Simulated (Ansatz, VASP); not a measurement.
# Ga2SbP in VASP and in Ansatz

```xyz
4
Lattice="4.0926 0.0000 0.0000 0.0000 4.0926 0.0000 0.0000 0.0000 5.8035" Properties=species:S:1:pos:R:3 pbc="T T T"
P     0.0000    0.0000    0.0000
Ga    0.0000    2.0463    4.5033
Ga    2.0463    0.0000    1.3002
Sb    2.0463    2.0463    2.9017
```

Alike in both runs: task single point; functional PBE; k mesh 4 × 4 × 4; occupations fermi-dirac, width 0.02 eV; no spin polarisation.

|  | VASP | Ansatz |
| --- | --- | --- |
| version | VASP 6.6.1 | Ansatz 0.2.0 |
| potentials or method | VASP PAW PBE potentials, release 64 (P, Ga_d, Sb_d_GW) | plane waves, PAW |
| plane-wave cutoff (eV) | 500 | 420 |
| valence electrons in the cell | 46 | 46 |

Ansatz gave:

- pressure (GPa): 2.2
- rms of the force components (eV/Å): 0.023

Question: Which values does VASP return?

Answer: Pressure (GPa): 2.3; rms of the force components (eV/Å): 0.024.

Spin-orbit coupling is off throughout.
